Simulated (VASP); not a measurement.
# C (P-1) in VASP: further runs

C is run at these levels: PBE+D3(BJ); tasks: single point.

All numbers are computed with VASP 6.6.1; they aren't measurements. Logs are shortened: lines on timing, memory, paths and dates and some standing lists are left out, and cuts for length are marked.

## 1. The cell of the first run

The typed cell holds 10 atoms: a = 3.650 Å, b = 2.465 Å, c = 10.030 Å, α = 92.35°, β = 72.92°, γ = 90.00°.

## 2. Single point, PBE+D3(BJ)

Input file INCAR:

```
ALGO = Normal
EDIFF = 1E-6
ENCUT = 520
GGA = PE
ISIF = 2
ISMEAR = 0
IVDW = 12
LASPH = True
LCHARG = False
LREAL = False
LWAVE = False
NBANDS = 31
NELM = 80
PREC = Accurate
SIGMA = 0.05
```

Input file KPOINTS:

```
k-points
0
Gamma
  7 11 3
```

Input file POSCAR:

```
C
1.0
    0.0000000000      1.4231463890     -3.3609366400
   -2.4649618524      0.0000000000      0.0000000000
    0.4108269754      9.9690037680      1.0228318262
C
10
Direct
   -0.0291598087      1.5482094984      0.8892569905
    0.7210224193      0.4113962443      0.0683774659
    0.7834768623      0.9455995578      0.2735973470
   -0.1540686947      0.4798028714      0.4788172282
   -0.0916142517      1.0140061849      0.6840371093
    0.7414320237      0.9228070692      0.1368424153
   -0.1961135333      0.4570103827      0.3420622965
   -0.1336590903      0.9912136963      0.5472821776
   -0.0712046473      0.5254170098      0.7525020588
   -0.0087502043      1.0596203233      0.9577219399
```

Potentials or basis: VASP PAW PBE potentials, release 64 (C).

Run with:

```bash
> cat potpaw_PBE.64/C/POTCAR > POTCAR
> mpirun -np 1 vasp_std > vasp.out
```

OUTCAR:

```text
EDIFF = 1E-6
   ENCUT = 520
   GGA = PE
   ISIF = 2
   ISMEAR = 0
   IVDW = 12
   LASPH = True
   LREAL = False
   NELM = 80
   PREC = Accurate
 IVDW          = 12

 ion  position               nearest neighbor table
   1  0.971  0.548  0.889-  10 1.42  10 1.42   9 1.42   2 1.81
   2  0.721  0.411  0.068-   6 1.42   6 1.42  10 1.49   1 1.81  10 2.06
   3  0.783  0.946  0.274-   7 1.42   7 1.42   6 1.42
   4  0.846  0.480  0.479-   8 1.42   8 1.42   7 1.42
   5  0.908  0.014  0.684-   9 1.42   9 1.42   8 1.42
   6  0.741  0.923  0.137-   2 1.42   2 1.42   3 1.42  10 1.81
   7  0.804  0.457  0.342-   3 1.42   3 1.42   4 1.42
   8  0.866  0.991  0.547-   4 1.42   4 1.42   5 1.42
   9  0.929  0.525  0.753-   5 1.42   5 1.42   1 1.42
  10  0.991  0.060  0.958-   1 1.42   1 1.42   2 1.49   6 1.81   2 2.06

  LATTYP: Found a triclinic cell.
 ALAT       =     4.4042340624
 B/A-ratio  =     0.5596800301
 C/A-ratio  =     2.1827681937
 COS(alpha) =     0.0427347280
 COS(beta)  =     0.0846541111
 COS(gamma) =     0.5596800301

  Lattice vectors:

 A1 = (   2.4649618524,  -1.4231463890,   3.3609366400)
 A2 = (   2.4649618524,   0.0000000000,   0.0000000000)
 A3 = (   0.4108269754,   8.5458573790,   4.3837684662)

Analysis of symmetry for initial positions (statically):
=====================================================================
 Subroutine PRICEL returns:
 Original cell was already a primitive cell.

 Routine SETGRP: Setting up the symmetry group for a
 triclinic supercell.

 Subroutine GETGRP returns: Found  2 space group operations
 (whereof  1 operations were pure point group operations)
 out of a pool of  2 trial point group operations.

The static configuration has the point symmetry C_1 .
 The point group associated with its full space group is S_2 .

Analysis of symmetry for dynamics (positions and initial velocities):
=====================================================================
 Subroutine PRICEL returns:
 Original cell was already a primitive cell.

 Routine SETGRP: Setting up the symmetry group for a
 triclinic supercell.

 Subroutine GETGRP returns: Found  2 space group operations
 (whereof  1 operations were pure point group operations)
 out of a pool of  2 trial point group operations.

The dynamic configuration has the point symmetry C_1 .
 The point group associated with its full space group is S_2 .

 Subroutine INISYM returns: Found  2 space group operations
 (whereof  1 operations are pure point group operations),
[... 120 lines left out ...]
   POTIM  = 0.5000    time-step for ionic-motion
   TEBEG  =    0.0;   TEEND  =   0.0 temperature during run
   PSTRESS=    0.0 pullay stress
   NELECT =      40.0000    total number of electrons
   NUPDOWN=      -1.0000    fix difference up-down
   EMIN   =  10.00;   EMAX   =-10.00  energy-range for DOS
   EFERMI =   0.00;   METHOD = LEGACY
   ISMEAR =     0;   SIGMA  =   0.05  broadening in eV -4-tet -1-fermi 0-gaus
   EFERMI_NEDOS =   21; number of points for ismear=-14 and -15
   IALGO  =     38    algorithm
   IMIX   =      4    mixing-type and parameters
     AMIX     =   0.40;   BMIX     =  1.00
     AMIX_MAG =   1.60;   BMIX_MAG =  1.00
  volume/ion in A,a.u.               =       8.62        58.16
  Fermi-wavevector in a.u.,A,eV,Ry     =   1.267547  2.395317 21.860157  1.606676
  Thomas-Fermi vector in A             =   2.400689
   LORBIT       =      0    0 simple, 1 ext, 2 COOP (PROOUT), +10 PAW based schemes
   GGA     = PE    functional components
   LHFCALC =     F    Hartree Fock is set to
   AEXX    =    0.0000 exact exchange contribution
   IVDW    =    12    specifies the selected vdW correction
   LEPSILON=     F    determine dielectric tensor
   LRPA    =     F    only Hartree local field effects (RPA)
 non-spin polarized calculation
 Gauss-broadening in eV      SIGMA  =   0.05
  energy-cutoff  :      520.00
  volume of cell :       86.18
 maximum number of plane-waves:      2346
   NGX = 13   NGY =  9   NGZ = 37

 number of electron      40.0000001 magnetization

 Free energy of the ion-electron system (eV)
  ---------------------------------------------------
  ext. energy  EPLUGINS =         0.00000000
  ---------------------------------------------------
  free energy    TOTEN  =       -85.37510479 eV

  energy without entropy =      -85.37253990  energy(sigma->0) =      -85.37382235

 E-fermi :   5.3561     XC(G=0): -10.4486

 val. band max:        5.3384620657   @ k =   0.4286   0.2727   0.3333
 cond. band min:       5.3738964878   @ k =  -0.1429   0.0909  -0.0000
 fundamental gap:      0.0354344221
 Fermi energy:         5.3560844975

 k-point     1 :       0.0000    0.0000    0.0000
  band No.  band energies     occupation
      1     -16.3296      2.00000
      2     -14.1907      2.00000
      3     -13.8455      2.00000
      4     -11.1293      2.00000
      5     -10.9292      2.00000
      6      -6.3097      2.00000
[... 805 lines left out ...]
     30      14.3374      0.00000
     31      15.0681      0.00000

 [... further k-points ...]

------------------------ aborting loop because EDIFF is reached ----------------------------------------

 Edisp (eV)   -1.43701

 E8    (eV) :    -0.4072

  FORCE on cell =-STRESS in cart. coord.  units (eV):
  Direction    XX          YY          ZZ          XY          YZ          ZX
  --------------------------------------------------------------------------------------
  -------------------------------------------------------------------------------------
  Total       4.85949     5.66088     4.46191     6.12111     4.93465     4.45798
  in kB      90.34609   105.24532    82.95438   113.80172    91.74352    82.88127
  external pressure =       92.85 kB  Pullay stress =        0.00 kB

 VOLUME and BASIS-vectors are now :
 -----------------------------------------------------------------------------
  energy-cutoff  :      520.00
  volume of cell :       86.18
      direct lattice vectors                 reciprocal lattice vectors
     0.000000000  1.423146389 -3.360936640     0.000000000  0.029256509 -0.285147805
    -2.464961852  0.000000000  0.000000000    -0.405685791  0.016022392  0.006784480
     0.410826975  9.969003768  1.022831826     0.000000000  0.096134351  0.040706883

 POSITION                                       TOTAL-FORCE (eV/Angst)
 -----------------------------------------------------------------------------------
     -0.98598     10.24665     -2.35337        -1.392364     -0.877614     -1.257789
     -0.98598      1.70778     -2.35337         2.713926      3.117705      3.633550
     -2.21847      3.84250     -2.35337         0.079415      0.788542     -0.102865
     -0.98598      5.97721     -2.35337        -0.018505      0.108312      0.074092
      0.24650      8.11193     -2.35337        -0.118680      0.335027      0.063251
     -2.21847      2.41935     -2.35194         1.392364      0.877614      1.257789
     -0.98598      4.55407     -2.35194         0.118680     -0.335027     -0.063251
     -2.21847      6.68879     -2.35194         0.018505     -0.108312     -0.074092
     -0.98598      8.82351     -2.35194        -0.079415     -0.788542      0.102865
      0.24650     10.95823     -2.35194        -2.713926     -3.117705     -3.633550
 -----------------------------------------------------------------------------------
    total drift:                               -0.000000      0.000007     -0.000000

  FREE ENERGIE OF THE ION-ELECTRON SYSTEM (eV)
  ---------------------------------------------------
  free  energy   TOTEN  =       -86.8121147564 eV

  energy  without entropy=      -86.8095498672  energy(sigma->0) =      -86.81083231
```

OSZICAR:

```text
N       E                     dE             d eps       ncg     rms          rms(c)
DAV:   1     0.134143568311E+03    0.13414E+03   -0.20329E+04  7192   0.119E+03
DAV:   2    -0.802149823759E+02   -0.21436E+03   -0.20717E+03  9081   0.254E+02
DAV:   3    -0.906017842362E+02   -0.10387E+02   -0.10283E+02  9320   0.540E+01
DAV:   4    -0.907458911841E+02   -0.14411E+00   -0.14374E+00  9725   0.703E+00
DAV:   5    -0.907489137516E+02   -0.30226E-02   -0.30219E-02  9368   0.961E-01    0.139E+01
DAV:   6    -0.865759315849E+02    0.41730E+01   -0.41969E+00  8802   0.915E+00    0.803E+00
DAV:   7    -0.853614427442E+02    0.12145E+01   -0.42869E+00  8914   0.941E+00    0.224E+00
DAV:   8    -0.853734320415E+02   -0.11989E-01   -0.18098E-01  8422   0.205E+00    0.494E-01
DAV:   9    -0.853747443236E+02   -0.13123E-02   -0.14132E-02  9395   0.631E-01    0.116E-01
DAV:  10    -0.853749285521E+02   -0.18423E-03   -0.18340E-03  9161   0.226E-01    0.532E-02
DAV:  11    -0.853750359730E+02   -0.10742E-03   -0.25529E-04  9427   0.826E-02    0.274E-02
DAV:  12    -0.853751020444E+02   -0.66071E-04   -0.70044E-05  8627   0.484E-02    0.673E-03
DAV:  13    -0.853751047608E+02   -0.27164E-05   -0.49250E-06  9316   0.125E-02    0.185E-03
DAV:  14    -0.853751047919E+02   -0.31153E-07   -0.38101E-07  6091   0.332E-03
   1 F= -.86812115E+02 E0= -.86810832E+02  d E =-.256489E-02
```

stdout:

```text
POSCAR found type information on POSCAR C
 POSCAR found :  1 types and      10 ions
 scaLAPACK will be used
 LDA part: xc-table for (Slater+PW92), standard interpolation
 POSCAR, INCAR and KPOINTS ok, starting setup
 FFT: planning ... GRIDC
 FFT: planning ... GRID_SOFT
 FFT: planning ... GRID
 WAVECAR not read
 entering main loop
```

It took 4.6 min on 1 thread of Intel Xeon Platinum 8259CL at 2.50GHz (Skylake/Cascade Lake), shared host; peak memory 0.32 GiB.

What came out:

```yaml
Free_energy: -86.8121 eV
Pressure: 9.3 GPa
Largest_force: 5.503 eV/Å
Band_gap_on_the_k_mesh: zero (bands 20 and 21 overlap by 1.31 eV)
Dispersion_energy_per_atom: -0.144 eV
```

Forces in eV/Å, atoms in the order of the input:
```
C   -1.392 -0.878 -1.258
C    2.714  3.118  3.634
C    0.079  0.789 -0.103
C   -0.019  0.108  0.074
C   -0.119  0.335  0.063
C    1.392  0.878  1.258
C    0.119 -0.335 -0.063
C    0.019 -0.108 -0.074
C   -0.079 -0.789  0.103
C   -2.714 -3.118 -3.634
```

Caveat: the cell stands under pressure; forces of over 1 eV/Å act on the atoms, so gaps and moduli don't describe the material at rest.

[end of part 1 of 2]
